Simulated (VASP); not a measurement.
Zn2Sb:

```
Zn Sb
1.0
     0.00000    3.83726    3.83726
     3.83726    0.00000    3.83726
     3.83726    3.83726    0.00000
Zn Sb
4 2
Cartesian
  4.7966 4.7966 4.7966
  4.7966 2.8779 2.8779
  2.8779 2.8779 4.7966
  2.8779 4.7966 2.8779
  0.0000 0.0000 0.0000
  1.9186 1.9186 1.9186
```

| Property | Result |
| --- | --- |
| Program | VASP 6.6.1 |
| Task | relaxation of cell and atoms |
| Functional | PBE |
| Potentials or basis | VASP PAW PBE potentials, release 64 (Zn, Sb) |
| Cutoff | 600 eV |
| k mesh | 8 × 8 × 8 |
| Occupations | gaussian, width 0.1 eV |
| Spin | no spin polarisation |

At the start: pressure 2.5 GPa; volume 18.83 Å³/atom.

Q: Where does the relaxation end?

A: Over 3 steps the energy falls by 6.2 meV/atom and the volume is 19.57 Å³/atom (+3.9 %); space group Fd-3m (No. 227, to 0.1 Å) before and after.

Step by step:
| step | energy change (eV) | largest force (eV/Å) | pressure (GPa) | volume (Å³) |
| --- | --- | --- | --- | --- |
| 1 | 0.0000 | 0.0000 | 2.54 | 113.00 |
| 2 | -0.0369 | 0.0000 | -0.35 | 117.95 |
| 3 | -0.0372 | 0.0000 | -0.05 | 117.45 |

Final structure:
```
Zn Sb
1.0
     0.00000    3.88689    3.88689
     3.88689    0.00000    3.88689
     3.88689    3.88689    0.00000
Zn Sb
4 2
Cartesian
  4.8586 4.8586 4.8586
  4.8586 2.9152 2.9152
  2.9152 2.9152 4.8586
  2.9152 4.8586 2.9152
  0.0000 0.0000 0.0000
  1.9434 1.9434 1.9434
```
